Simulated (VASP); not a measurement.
# Al2O in VASP: further runs, part 2 of 2

VASP 6.6.1.

### 4 Single point, PBE

This run uses another cell than the first one, of 36.82 Å³/atom, 1.340 times its volume.

INCAR reads:

```
SYSTEM = Al2O
PREC = Accurate ; ENCUT = 520
EDIFF = 1E-6 ; ISMEAR = 1
SIGMA = 0.2 ; LREAL = .False.
LASPH = .True. ; NELM = 80
ALGO = Normal ; ISIF = 2
LWAVE = .False. ; LCHARG = .False.
LDIPOL = .True. ; IDIPOL = 3
DIPOL = 0.5 0.5 0.491 ; GGA = PE
NBANDS = 21
```

KPOINTS reads:

```
regular mesh
0
Gamma
  5 5 1
  0 0 0
```

POSCAR reads:

```
Al2O
1.0
    4.0244416766      0.0000000000      0.0000000000
    2.0122208383      3.4852687280      0.0000000000
    0.0000000000      0.0000000000     15.7504000209
Al O
4 2
Direct
    0.3333333333      0.3333333333      0.3696087534
    0.0000000000      1.0000000000      0.4739217507
    0.6666666667      0.6666666667      0.5782347480
    0.3333333333      0.3333333333      0.6825477452
    0.0000000000      0.0000000000      0.3174522548
    0.3333333333      0.3333333333      0.5260782493
```

Run with:

```console
> cat potpaw_PBE.64/Al/POTCAR potpaw_PBE.64/O/POTCAR > POTCAR
> mpirun -np 1 vasp_std > vasp.out
```

Run time: 92 s. Hardware: 1 thread of Intel Xeon 8259CL, shared host; peak memory 0.31 GiB.

It converged, with:

```
Free energy            : -24.4083 eV
Largest force          : 2.907 eV/Å
Band gap on the k mesh : zero (band 12 reaches 0.23 eV, above the bottom of band 13 at -0.31 eV)
```

Forces in eV/Å, atoms in the order of the input:
```
Al   0.000  0.000 -1.872
Al   0.000  0.000 -0.312
Al   0.000  0.000  0.191
Al   0.000  0.000 -0.572
O    0.000  0.000  2.907
O    0.000  0.000 -0.341
```

Levels at points of the mesh, in eV from the Fermi level:
| k point | band 9 | band 10 | band 11 | band 12 | band 13 | band 14 | band 15 | band 16 |
| --- | --- | --- | --- | --- | --- | --- | --- | --- |
| (0.00, 0.00, 0.00) | -2.74 | -2.74 | -1.34 | 0.45 | 1.88 | 1.88 | 2.15 | 3.73 |

Caveat: the k points lie up to 0.36 Å⁻¹ apart.

### 5 Single point, PBE

This run uses another cell than the first one, of 43.83 Å³/atom, 1.596 times its volume.

INCAR reads:

```
PREC = Accurate
ENCUT = 520
EDIFF = 1E-7
ISMEAR = 1
SIGMA = 0.2
LREAL = F
LASPH = T
NELM = 60
ALGO = Normal
ISIF = 2
LWAVE = F
LCHARG = F
LDIPOL = T
IDIPOL = 3
DIPOL = 0.5 0.5 0.493
GGA = PE
NBANDS = 21
```

KPOINTS reads:

```
regular mesh
0
Gamma
  5 5 1
```

POSCAR reads:

```
Al2O
1.0
    4.0244416766      0.0000000000      0.0000000000
    2.0122208383      3.4852687280      0.0000000000
    0.0000000000      0.0000000000     18.7504000209
Al O
4 2
Direct
    0.3333333333      0.3333333333      0.3904709078
    0.0000000000      1.0000000000      0.4780941816
    0.6666666667      0.6666666667      0.5657174553
    0.3333333333      0.3333333333      0.6533407291
    0.0000000000      0.0000000000      0.3466592709
    0.3333333333      0.3333333333      0.5219058184
```

Run with:

```console
> cat potpaw_PBE.64/Al/POTCAR potpaw_PBE.64/O/POTCAR > POTCAR
> mpirun -np 1 vasp_std > vasp.out
```

It took 2.3 min on 1 thread of Intel Xeon 8259CL, shared host; peak memory 0.35 GiB.

It converged, with:

| Quantity | Value |
| --- | --- |
| Free energy | -24.4085 eV |
| Largest force | 2.907 eV/Å |
| Band gap on the k mesh | zero (band 12 reaches -0.51 eV, above the bottom of band 13 at -1.04 eV) |

Forces on the atoms (eV/Å):
```
Al   0.000  0.000 -1.872
Al   0.000  0.000 -0.312
Al   0.000  0.000  0.191
Al   0.000  0.000 -0.572
O    0.000  0.000  2.907
O    0.000  0.000 -0.342
```

Levels at points of the mesh, in eV from the Fermi level:
```tsv
k point	band 9	band 10	band 11	band 12	band 13	band 14	band 15	band 16
(0.00, 0.00, 0.00)	-2.74	-2.74	-1.34	0.45	1.88	1.88	2.15	3.73
```

Caveat: the k points lie up to 0.36 Å⁻¹ apart.

### 6 Single point, PBE

This run uses another cell than the first one, of 50.85 Å³/atom, 1.851 times its volume.

INCAR reads:

```
SYSTEM = Al2O
PREC     = Accurate       ! precision mode
ENCUT    = 520            ! plane-wave cutoff, eV
EDIFF    = 1E-7           ! SCF threshold, eV
ISMEAR   = 1              ! smearing method
SIGMA    = 0.2            ! smearing width, eV
LREAL    = .FALSE.        ! projectors in reciprocal space
LASPH    = .TRUE.         ! aspherical terms in the spheres
NELM     = 80             ! most SCF steps
ALGO     = Normal         ! electronic algorithm
ISIF     = 2              ! what is computed and relaxed
LWAVE    = .FALSE.        ! write WAVECAR
LCHARG   = .FALSE.        ! write CHGCAR
LDIPOL   = .TRUE.       
IDIPOL   = 3            
DIPOL    = 0.5 0.5 0.494
GGA      = PE             ! functional
NBANDS   = 21             ! bands
```

KPOINTS reads:

```
Automatic mesh
0
G
  5 5 1
  0 0 0
```

POSCAR reads:

```
Al2O
1.0
    4.0244416766      0.0000000000      0.0000000000
    2.0122208383      3.4852687280      0.0000000000
    0.0000000000      0.0000000000     21.7504000209
Al O
4 2
Direct
    0.3333333333      0.3333333333      0.4055780909
    0.0000000000      1.0000000000      0.4811156182
    0.6666666667      0.6666666667      0.5566531454
    0.3333333333      0.3333333333      0.6321906727
    0.0000000000      0.0000000000      0.3678093273
    0.3333333333      0.3333333333      0.5188843818
```

Potentials or basis: VASP PAW PBE potentials, release 64 (Al, O).

Run with:

```console
> cat potpaw_PBE.64/Al/POTCAR potpaw_PBE.64/O/POTCAR > POTCAR
> mpirun -np 1 vasp_std > vasp.out
```

OUTCAR:

```text
SYSTEM = Al2O
   PREC = Accurate
   ENCUT = 520
   EDIFF = 1E-7
   ISMEAR = 1
   LREAL = .FALSE.
   LASPH = .TRUE.
   NELM = 80
   ISIF = 2
   GGA = PE

 ion  position               nearest neighbor table
   1  0.333  0.333  0.406-   5 2.46   5 2.46   5 2.46   6 2.46   2 2.85   2 2.85   2 2.85
   2  0.000  0.000  0.481-   6 2.46   6 2.46   6 2.46   5 2.46   3 2.85   3 2.85   3 2.85   1 2.85
                             1 2.85   1 2.85
   3  0.667  0.667  0.557-   6 2.46   6 2.46   6 2.46   2 2.85   2 2.85   2 2.85   4 2.85   4 2.85
                             4 2.85
   4  0.333  0.333  0.632-   6 2.46   3 2.85   3 2.85   3 2.85
   5  0.000  0.000  0.368-   1 2.46   1 2.46   1 2.46   2 2.46
   6  0.333  0.333  0.519-   3 2.46   2 2.46   3 2.46   2 2.46   2 2.46   1 2.46   4 2.46   3 2.46

  LATTYP: Found a hexagonal cell.
 ALAT       =     4.0244416766
 C/A-ratio  =     5.4045757819

  Lattice vectors:

 A1 = (  -2.0122208383,  -3.4852687280,   0.0000000000)
 A2 = (   4.0244416766,   0.0000000000,   0.0000000000)
 A3 = (   0.0000000000,   0.0000000000,  21.7504000209)

Analysis of symmetry for initial positions (statically):
=====================================================================
 Subroutine PRICEL returns:
 Original cell was already a primitive cell.

 Routine SETGRP: Setting up the symmetry group for a
 hexagonal supercell.

 Subroutine GETGRP returns: Found  6 space group operations
 (whereof  6 operations were pure point group operations)
 out of a pool of 24 trial point group operations.

The static configuration has the point symmetry C_3v.

Analysis of symmetry for dynamics (positions and initial velocities):
=====================================================================
 Subroutine PRICEL returns:
 Original cell was already a primitive cell.

 Routine SETGRP: Setting up the symmetry group for a
 hexagonal supercell.

[... 120 lines left out ...]
   IVDW    =     0    specifies the selected vdW correction
   LEPSILON=     F    determine dielectric tensor
   LRPA    =     F    only Hartree local field effects (RPA)
 non-spin polarized calculation
 Methfessel and Paxton  Order N= 1 SIGMA  =   0.20
  energy-cutoff  :      520.00
  volume of cell :      305.08
 maximum number of plane-waves:      8239
 NGX is ok and might be reduce to    30
   NGX = 15   NGY = 15   NGZ = 81

 dipolmoment           0.000000      0.000000      0.133662 electrons x Angstroem

 number of electron      24.0000002 magnetization

 dipolmoment           0.000000      0.000000     -0.150519 electrons x Angstroem

 Free energy of the ion-electron system (eV)
  ---------------------------------------------------
  ext. energy  EPLUGINS =         0.00000000
  ---------------------------------------------------
  free energy    TOTEN  =       -24.40868921 eV

  energy without entropy =      -24.40234717  energy(sigma->0) =      -24.40657520

 E-fermi :  -1.4933     XC(G=0):  -3.8838

 val. band max:       -1.5782091641   @ k =  -0.4000   0.2000   0.0000
 cond. band min:      -1.4813288036   @ k =   0.2000   0.0000   0.0000
 fundamental gap:      0.0968803605
 Fermi energy:        -1.4932928495

 k-point     1 :       0.0000    0.0000    0.0000
  band No.  band energies     occupation
      1     -20.3518      2.00000
      2     -18.6675      2.00000
      3      -8.9932      2.00000
      4      -8.3918      2.00000
      5      -6.0899      2.00000
      6      -6.0899      2.00000
[... 109 lines left out ...]
     20       3.1065      0.00000
     21       4.3525      0.00000

------------------------ aborting loop because EDIFF is reached ----------------------------------------

 vacuum level on the upper side and lower side of the slab       (xc-potential included)        -0.964         0.931

  FORCE on cell =-STRESS in cart. coord.  units (eV):
  Direction    XX          YY          ZZ          XY          YZ          ZX
  --------------------------------------------------------------------------------------
  -------------------------------------------------------------------------------------
  Total       -6.7367093     -6.7367093     -5.9716802     -0.0000000      0.0000000      0.0000000
  in kB      -35.3792996    -35.3792996    -31.3615826     -0.0000000      0.0000000      0.0000000
  external PRESSURE =     -34.0400606 kB  Pullay stress =       0.0000000 kB

 VOLUME and BASIS-vectors are now :
 -----------------------------------------------------------------------------
  energy-cutoff  :      520.00
  volume of cell :      305.08
      direct lattice vectors                 reciprocal lattice vectors
     4.024441677  0.000000000  0.000000000     0.248481673 -0.143460961  0.000000000
     2.012220838  3.485268728  0.000000000     0.000000000  0.286921921  0.000000000
     0.000000000  0.000000000 21.750400021     0.000000000  0.000000000  0.045976166

 POSITION                                       TOTAL-FORCE (eV/Angst)
 -----------------------------------------------------------------------------------
      2.01222      1.16176      8.82149        -0.000000     -0.000000     -1.872761
      0.00000      0.00000     10.46446        -0.000000     -0.000000     -0.312263
      4.02444      2.32351     12.10743         0.000000      0.000000      0.191354
      2.01222      1.16176     13.75040        -0.000000     -0.000000     -0.571633
      0.00000      0.00000      8.00000        -0.000000     -0.000000      2.907101
      2.01222      1.16176     11.28594        -0.000000      0.000000     -0.341798
 -----------------------------------------------------------------------------------
    total drift:                                0.000000      0.000000      0.000842

  FREE ENERGIE OF THE ION-ELECTRON SYSTEM (eV)
  ---------------------------------------------------
  free  energy   TOTEN  =       -24.4086892120 eV

  energy  without entropy=      -24.4023471679  energy(sigma->0) =      -24.40657520

 vacuum level on the upper side and lower side of the slab         2.354         4.299
```

OSZICAR:

```text
N       E                     dE             d eps       ncg     rms          rms(c)
DAV:   1     0.151796479605E+03    0.15180E+03   -0.79309E+03   210   0.822E+02
DAV:   2     0.547407134247E+01   -0.14632E+03   -0.13917E+03   293   0.170E+02
DAV:   3    -0.276724098543E+02   -0.33146E+02   -0.32373E+02   292   0.827E+01
[... 21 lines left out ...]
DAV:  25    -0.244086873606E+02   -0.28037E-05   -0.14786E-07   224   0.134E-03    0.439E-04
DAV:  26    -0.244086885729E+02   -0.12123E-05   -0.34264E-08   187   0.643E-04    0.294E-04
DAV:  27    -0.244086889079E+02   -0.33499E-06   -0.85506E-09   208   0.430E-04    0.162E-04
DAV:  28    -0.244086891579E+02   -0.25003E-06   -0.93403E-09   182   0.439E-04    0.254E-04
DAV:  29    -0.244086892120E+02   -0.54040E-07   -0.18119E-09   181   0.232E-04
   1 F= -.24408689E+02 E0= -.24406575E+02  d E =-.634204E-02
```

It took 2.7 min on 1 thread of Intel Xeon 8259CL, shared host; peak memory 0.38 GiB.

Results:

- Free energy: -24.4087 eV
- Largest force: 2.907 eV/Å
- Band gap on the k mesh: zero (band 12 reaches -1.04 eV, above the bottom of band 13 at -1.58 eV)

Forces in eV/Å, atoms in the order of the input:
```
Al   0.000  0.000 -1.873
Al   0.000  0.000 -0.312
Al   0.000  0.000  0.191
Al   0.000  0.000 -0.572
O    0.000  0.000  2.907
O    0.000  0.000 -0.342
```

Levels at points of the mesh, in eV from the Fermi level:
```
           k point  band 9  band 10  band 11  band 12  band 13  band 14  band 15  band 16
(0.00, 0.00, 0.00)   -2.74    -2.74    -1.34     0.45     1.88     1.88     2.15     3.73
```

Caveat: the k points lie up to 0.36 Å⁻¹ apart.

### 7 Overview

```tsv
cell	gap on the mesh (eV)	largest force (eV/Å)
a = 4.024, b = 4.024, c = 11.750 Å, angles 90.0, 90.0, 60.0°, 6 atoms	none	2.92
a = 4.024, b = 4.024, c = 13.750 Å, angles 90.0, 90.0, 60.0°, 6 atoms	none	2.91
a = 4.024, b = 4.024, c = 15.750 Å, angles 90.0, 90.0, 60.0°, 6 atoms	none	2.91
a = 4.024, b = 4.024, c = 18.750 Å, angles 90.0, 90.0, 60.0°, 6 atoms	none	2.91
a = 4.024, b = 4.024, c = 21.750 Å, angles 90.0, 90.0, 60.0°, 6 atoms	none	2.91
```

Alike in all rows: task single point; level PBE; potentials or basis VASP PAW PBE potentials, release 64 (Al, O); no spin polarisation; k mesh 5 × 5 × 1; cutoff (eV) 520; smearing methfessel-paxton 0.2 eV.

Caveats: all runs use coarse meshes.

Total energies depend on the potentials used, so only differences within one code and one set of settings carry meaning.
